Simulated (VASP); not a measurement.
# AlIn3As4 (I-42m) in VASP: relaxation of cell and atoms with PBE

Aim: the relaxation of cell and atoms of AlIn3As4 with PBE.

Program: VASP 6.6.1. These are calculated values, not measurements. Logs are shortened: lines on timing, memory, paths and dates and some standing lists are left out, and cuts for length are marked.

## 1. The cell of the first run

Symmetry: I-42m, No. 121, tetragonal system. Conventional cell: a = 5.725 Å, b = 5.725 Å, c = 11.450 Å, α = 90.00°, β = 90.00°, γ = 90.00°. Al (site symmetry -42m) has 4 As at 2.48 Å within 3.3 Å. Within 3.3 Å of In (site symmetry -4) lie 4 As at 2.48 Å. In (site symmetry -42m) has 4 As at 2.48 Å within 3.3 Å. Within 3.3 Å of As (site symmetry m) lie 1 Al at 2.48 Å and 3 In at 2.48 Å.

## 2. Relaxation of cell and atoms, PBE

File INCAR:

```
SYSTEM = AlIn3As4
ALGO = Normal
EDIFF = 1E-6
EDIFFG = -0.04
ENCUT = 600
GGA = PE
IBRION = 2
ISIF = 3
ISMEAR = 0
LASPH = .True.
LCHARG = .False.
LREAL = .False.
LWAVE = .False.
NELM = 80
NSW = 90
PREC = Accurate
SIGMA = 0.1
```

File KPOINTS:

```
k-points
0
Gamma
  4 4 4
  0 0 0
```

File POSCAR:

```
AlIn3As4
1.0
   -2.8624136000      2.8624136000      5.7248272000
    2.8624136000     -2.8624136000      5.7248272000
    2.8624136000      2.8624136000     -5.7248272000
Al In As
1 3 4
Direct
    0.0000000000      0.0000000000      0.0000000000
    0.2500000000      0.7500000000      0.5000000000
    0.5000000000      0.5000000000      0.0000000000
    0.7500000000      0.2500000000      0.5000000000
    0.1250000000      0.1250000000      0.5000000000
    0.3750000000      0.8750000000      0.0000000000
    0.6250000000      0.6250000000      0.5000000000
    0.8750000000      0.3750000000      0.0000000000
```

Potentials or basis: VASP PAW PBE potentials, release 64 (Al, In_d, As).

Command:

```sh
$ cat potpaw_PBE.64/Al/POTCAR potpaw_PBE.64/In_d/POTCAR potpaw_PBE.64/As/POTCAR > POTCAR
$ mpirun -np 1 vasp_std > vasp.out
```

OUTCAR:

```text
SYSTEM = AlIn3As4
   EDIFF = 1E-6
   EDIFFG = -0.04
   ENCUT = 600
   GGA = PE
   IBRION = 2
   ISIF = 3
   ISMEAR = 0
   LASPH = .True.
   LREAL = .False.
   NELM = 80
   NSW = 90
   PREC = Accurate

 ion  position               nearest neighbor table
   1  0.000  0.000  0.000-   5 2.48   6 2.48   8 2.48   7 2.48
   2  0.250  0.750  0.500-   5 2.48   6 2.48   7 2.48   8 2.48
   3  0.500  0.500  0.000-   6 2.48   7 2.48   8 2.48   5 2.48
   4  0.750  0.250  0.500-   5 2.48   7 2.48   8 2.48   6 2.48
   5  0.125  0.125  0.500-   2 2.48   3 2.48   4 2.48   1 2.48
   6  0.375  0.875  0.000-   1 2.48   3 2.48   4 2.48   2 2.48
   7  0.625  0.625  0.500-   1 2.48   2 2.48   4 2.48   3 2.48
   8  0.875  0.375  0.000-   1 2.48   2 2.48   3 2.48   4 2.48

  LATTYP: Found a body centered tetragonal cell.
 ALAT       =     5.7248272000
 C/A-ratio  =     2.0000000000

  Lattice vectors:

 A1 = (  -2.8624136000,   2.8624136000,   5.7248272000)
 A2 = (   2.8624136000,  -2.8624136000,   5.7248272000)
 A3 = (   2.8624136000,   2.8624136000,  -5.7248272000)

Analysis of symmetry for initial positions (statically):
=====================================================================
 Subroutine PRICEL returns:
 Original cell was already a primitive cell.

 Routine SETGRP: Setting up the symmetry group for a
 body centered tetragonal supercell.

 Subroutine GETGRP returns: Found  8 space group operations
 (whereof  8 operations were pure point group operations)
 out of a pool of 16 trial point group operations.

The static configuration has the point symmetry D_2d.

Analysis of symmetry for dynamics (positions and initial velocities):
=====================================================================
 Subroutine PRICEL returns:
 Original cell was already a primitive cell.

 Routine SETGRP: Setting up the symmetry group for a
 body centered tetragonal supercell.

 Subroutine GETGRP returns: Found  8 space group operations
 (whereof  8 operations were pure point group operations)
 out of a pool of 16 trial point group operations.

The dynamic configuration has the point symmetry D_2d.

 Subroutine INISYM returns: Found  8 space group operations
 (whereof  8 operations are pure point group operations),
 and found     1 'primitive' translations

----------------------------------------------------------------------------------------

                                     Primitive cell

  volume of cell :     187.6235

  direct lattice vectors                    reciprocal lattice vectors
    -2.862413600  2.862413600  5.724827200     0.000000000  0.174677761  0.087338881
     2.862413600 -2.862413600  5.724827200     0.174677761  0.000000000  0.087338881
     2.862413600  2.862413600 -5.724827200     0.174677761  0.174677761  0.000000000

  length of vectors
     7.011452753  7.011452753  7.011452753     0.195295674  0.195295674  0.247031659

  position of ions in fractional coordinates (direct lattice)
     0.000000000  0.000000000  0.000000000
     0.250000000  0.750000000  0.500000000
     0.500000000  0.500000000  0.000000000
     0.750000000  0.250000000  0.500000000
     0.125000000  0.125000000  0.500000000
     0.375000000  0.875000000  0.000000000
     0.625000000  0.625000000  0.500000000
     0.875000000  0.375000000  0.000000000

  ion indices of the primitive-cell ions
   primitive index   ion index
                 1           1
                 2           2
                 3           3
                 4           4
                 5           5
                 6           6
                 7           7
                 8           8

----------------------------------------------------------------------------------------

 KPOINTS: k-points

Automatic generation of k-mesh.
 Grid dimensions read from file:
 generate k-points for:    4    4    4

 Generating k-lattice:

  Cartesian coordinates                     Fractional coordinates (reciprocal lattice)
     0.000000000  0.043669440  0.021834720     0.250000000  0.000000000  0.000000000
     0.043669440  0.000000000  0.021834720     0.000000000  0.250000000  0.000000000
     0.043669440  0.043669440  0.000000000     0.000000000  0.000000000  0.250000000

  Length of vectors
     0.048823919  0.048823919  0.061757915

  Shift w.r.t. Gamma in fractional coordinates (k-lattice)
     0.000000000  0.000000000  0.000000000

 Subroutine IBZKPT returns following result:
 ===========================================

 Found     13 irreducible k-points:

 Following reciprocal coordinates:
            Coordinates               Weight
  0.000000  0.000000  0.000000      1.000000
  0.250000  0.000000  0.000000      8.000000
  0.500000  0.000000  0.000000      4.000000
  0.250000  0.250000  0.000000      8.000000
  0.500000  0.250000 -0.000000     16.000000
 -0.250000  0.250000  0.000000      4.000000
  0.500000  0.500000  0.000000      2.000000
  0.250000  0.250000  0.250000      2.000000
 -0.250000  0.250000  0.250000      4.000000
  0.500000  0.500000  0.250000      4.000000
 -0.250000  0.500000  0.250000      8.000000
 -0.250000 -0.250000  0.250000      2.000000
  0.500000  0.500000  0.500000      1.000000
   k-points           NKPTS =     13   k-points in BZ     NKDIM =     13   number of bands    NBANDS=     37
   number of dos      NEDOS =    301   number of ions     NIONS =      8
   total plane-waves  NPLWV = 175616
   dimension x,y,z NGX =    56 NGY =   56 NGZ =   56
   dimension x,y,z NGXF=   112 NGYF=  112 NGZF=  112
   ions per type =               1   3   4
   NGX,Y,Z   is equivalent  to a cutoff of  13.28, 13.28, 13.28 a.u.
   NGXF,Y,Z  is equivalent  to a cutoff of  26.56, 26.56, 26.56 a.u.
 SYSTEM =  AlIn3As4
   PREC   = accura    normal or accurate (medium, high low for compatibility)
   ISTART =      0    job   : 0-new  1-cont  2-samecut
   ICHARG =      2    charge: 1-file 2-atom 10-const
   ISPIN  =      1    spin polarized calculation?
   LNONCOLLINEAR =      F non collinear calculations
   LSORBIT =      F    spin-orbit coupling
   LASPH  =      T    aspherical Exc in radial PAW
   ENCUT  =  600.0 eV  44.10 Ry    6.64 a.u.  14.00 14.00 14.00*2*pi/ulx,y,z
   NELM   =     80;   NELMIN=  2; NELMDL= -5     # of ELM steps
   EDIFF  = 0.1E-05   stopping-criterion for ELM
   LREAL  =      F    real-space projection
   EDIFFG = -.4E-01   stopping-criterion for IOM
   NSW    =     90    number of steps for IOM
   IBRION =      2    ionic relax: 0-MD 1-quasi-New 2-CG
   NFREE  =      1    steps in history (QN), initial steepest desc. (CG)
   ISIF   =      3    stress and relaxation
   ISYM   =      2    0-nonsym 1-usesym 2-fastsym
   POTIM  = 0.5000    time-step for ionic-motion
   TEBEG  =    0.0;   TEEND  =   0.0 temperature during run
   PSTRESS=    0.0 pullay stress
   NELECT =      62.0000    total number of electrons
   NUPDOWN=      -1.0000    fix difference up-down
   EMIN   =  10.00;   EMAX   =-10.00  energy-range for DOS
   EFERMI =   0.00;   METHOD = LEGACY
   ISMEAR =     0;   SIGMA  =   0.10  broadening in eV -4-tet -1-fermi 0-gaus
   EFERMI_NEDOS =   21; number of points for ismear=-14 and -15
   IALGO  =     38    algorithm
   IMIX   =      4    mixing-type and parameters
     AMIX     =   0.40;   BMIX     =  1.00
     AMIX_MAG =   1.60;   BMIX_MAG =  1.00
  volume/ion in A,a.u.               =      23.45       158.27
  Fermi-wavevector in a.u.,A,eV,Ry     =   1.131817  2.138825 17.429206  1.281011
  Thomas-Fermi vector in A             =   2.268517
   LORBIT       =      0    0 simple, 1 ext, 2 COOP (PROOUT), +10 PAW based schemes
   GGA     = PE    functional components
   LHFCALC =     F    Hartree Fock is set to
   AEXX    =    0.0000 exact exchange contribution
   IVDW    =     0    specifies the selected vdW correction
   LEPSILON=     F    determine dielectric tensor
   LRPA    =     F    only Hartree local field effects (RPA)
 conjugate gradient relaxation of ions
 non-spin polarized calculation
 Gauss-broadening in eV      SIGMA  =   0.10
  energy-cutoff  :      600.00
  volume of cell :      187.62
 maximum number of plane-waves:      6350
   NGX = 27   NGY = 27   NGZ = 27

--------------------------------------- Ionic step        1  -------------------------------------------

 number of electron      61.9999997 magnetization

 Free energy of the ion-electron system (eV)
  ---------------------------------------------------
  ext. energy  EPLUGINS =         0.00000000
  ---------------------------------------------------
  free energy    TOTEN  =       -30.73969856 eV

  energy without entropy =      -30.73969856  energy(sigma->0) =      -30.73969856

 E-fermi :   6.1435     XC(G=0):  -9.6043

 val. band max:        5.6527906760   @ k =   0.0000   0.0000   0.0000
 cond. band min:       6.5997848872   @ k =   0.0000   0.0000   0.0000
 fundamental gap:      0.9469942112
 Fermi energy:         6.1435016830

 k-point     1 :       0.0000    0.0000    0.0000
  band No.  band energies     occupation
      1      -9.2547      2.00000
      2      -9.2312      2.00000
      3      -9.2312      2.00000
      4      -8.9966      2.00000
      5      -8.9966      2.00000
      6      -8.9888      2.00000
[... 29 lines left out ...]
     36       9.6371      0.00000
     37       9.6675      0.00000
[... 668 lines left out ...]
 POSITION                                       TOTAL-FORCE (eV/Angst)
 -----------------------------------------------------------------------------------
      3.03025     -3.03025      6.05854         0.000000      0.000000     -0.000000
      3.03025      0.00000      3.02927         0.000000      0.000000     -0.000000
      0.00000      0.00000      6.05854        -0.000000      0.000000     -0.000000
      0.00000      3.03025      3.02927        -0.000000      0.000000     -0.000000
      1.43849      1.43849     -1.44524        -0.030270     -0.030270     -0.035007
      1.59177     -1.59177      7.50378         0.030270     -0.030270      0.035007
      1.59177      1.59177      4.61329         0.030270      0.030270     -0.035007
     -1.59177      1.59177      7.50378        -0.030270      0.030270      0.035007
 -----------------------------------------------------------------------------------
    total drift:                                0.000001      0.000001      0.000001

  FREE ENERGIE OF THE ION-ELECTRON SYSTEM (eV)
  ---------------------------------------------------
  free  energy   TOTEN  =       -32.4821306387 eV

  energy  without entropy=      -32.4794956885  energy(sigma->0) =      -32.48081316

--------------------------------------- Ionic step        6  -------------------------------------------

 number of electron      62.0000010 magnetization

 Free energy of the ion-electron system (eV)
  ---------------------------------------------------
  ext. energy  EPLUGINS =         0.00000000
  ---------------------------------------------------
  free energy    TOTEN  =       -32.48307521 eV

  energy without entropy =      -32.48038242  energy(sigma->0) =      -32.48172881

 E-fermi :   3.8318     XC(G=0):  -8.8451

 val. band max:        3.7994784523   @ k =   0.0000   0.0000   0.0000
 cond. band min:       4.7817443569   @ k =   0.5000   0.5000   0.0000
 fundamental gap:      0.9822659046
 Fermi energy:         3.8317510145

 k-point     1 :       0.0000    0.0000    0.0000
  band No.  band energies     occupation
      1     -10.4984      2.00000
      2     -10.4876      2.00000
      3     -10.4876      2.00000
      4     -10.3864      2.00000
      5     -10.3772      2.00000
      6     -10.3772      2.00000
[... 29 lines left out ...]
     36       7.7234      0.00000
     37       7.7902      0.00000
[... 491 lines left out ...]
 VOLUME and BASIS-vectors are now :
 -----------------------------------------------------------------------------
  energy-cutoff  :      600.00
  volume of cell :      223.82
      direct lattice vectors                 reciprocal lattice vectors
    -3.036458748  3.036458748  6.068888144     0.000000000  0.164665501  0.082387414
     3.036458748 -3.036458748  6.068888144     0.164665501  0.000000000  0.082387414
     3.036458748  3.036458748 -6.068888144     0.164665501  0.164665501  0.000000000

 POSITION                                       TOTAL-FORCE (eV/Angst)
 -----------------------------------------------------------------------------------
     -0.00000      0.00000      0.00000         0.000000      0.000000     -0.000000
      3.03646     -0.00000      3.03444         0.000000      0.000000      0.000000
      0.00000      0.00000      6.06889         0.000000      0.000000      0.000000
     -0.00000      3.03646      3.03444         0.000000      0.000000      0.000000
      1.43888      1.43888     -1.44910        -0.007835     -0.007835     -0.024607
      1.59758     -1.59758      7.51799         0.007835     -0.007835      0.024607
      1.59758      1.59758      4.61979         0.007835      0.007835     -0.024607
     -1.59758      1.59758      7.51799        -0.007835      0.007835      0.024607
 -----------------------------------------------------------------------------------
    total drift:                                0.000001      0.000001      0.000001

  FREE ENERGIE OF THE ION-ELECTRON SYSTEM (eV)
  ---------------------------------------------------
  free  energy   TOTEN  =       -32.4830752126 eV

  energy  without entropy=      -32.4803824157  energy(sigma->0) =      -32.48172881

 reached required accuracy - stopping structural energy minimisation
```

Wall time 25 min (1 thread of Intel Xeon 8259CL, shared host); peak memory 0.51 GiB.

What came out:

```yaml
Free_energy: -32.4831 eV
Relaxed_volume: 27.98 Å³/atom
Relaxed_cell: a = 7.434 Å, b = 7.434 Å, c = 7.434 Å, α = 131.79°, β = 131.79°, γ = 70.56°
Space_group_after_relaxing_to_0.1_Å: I-42m (No. 121)
Energy_gained_by_relaxing: 217.9 meV/atom
Ionic_steps: 6
Pressure_after_relaxing: -0.1 GPa
Largest_force_after_relaxing: 0.027 eV/Å
Band_gap_on_the_k_mesh: zero (filled and empty bands touch)
```

Forces on the atoms (eV/Å):
```
Al   0.000  0.000  0.000
In   0.000  0.000  0.000
In   0.000  0.000  0.000
In   0.000  0.000  0.000
As  -0.008 -0.008 -0.025
As   0.008 -0.008  0.025
As   0.008  0.008 -0.025
As  -0.008  0.008  0.025
```

The path:
| step | energy change (eV) | largest force (eV/Å) | pressure (GPa) | volume (Å³) |
| --- | --- | --- | --- | --- |
| 1 | 0.0000 | 1.6398 | 14.72 | 187.62 |
| 2 | -1.2257 | 0.3029 | -4.77 | 252.41 |
| 3 | -1.6387 | 0.6289 | -0.43 | 226.30 |
| 4 | -1.7023 | 0.4115 | -0.23 | 224.82 |
| 5 | -1.7424 | 0.0553 | 0.20 | 222.53 |
| 6 | -1.7434 | 0.0270 | -0.09 | 223.82 |

Final structure:
```
CELL_PARAMETERS angstrom
-3.03646 3.03646 6.06889
3.03646 -3.03646 6.06889
3.03646 3.03646 -6.06889
ATOMIC_POSITIONS crystal
Al 0.00000 0.00000 0.00000
In 0.25000 0.75000 0.50000
In 0.50000 0.50000 0.00000
In 0.75000 0.25000 0.50000
As 0.11755 0.11755 0.47387
As 0.35632 0.88245 0.00000
As 0.64368 0.64368 0.52613
As 0.88245 0.35632 0.00000
```

Caveat: the volume moved by over 15 % at a fixed basis, so the end points are rough; semilocal functionals underestimate gaps, and a narrow one can read as zero; spin-orbit coupling is left out, which moves the levels of the heavy elements.

The gap in the log of VASP goes by the Fermi energy; the results here count the filled bands.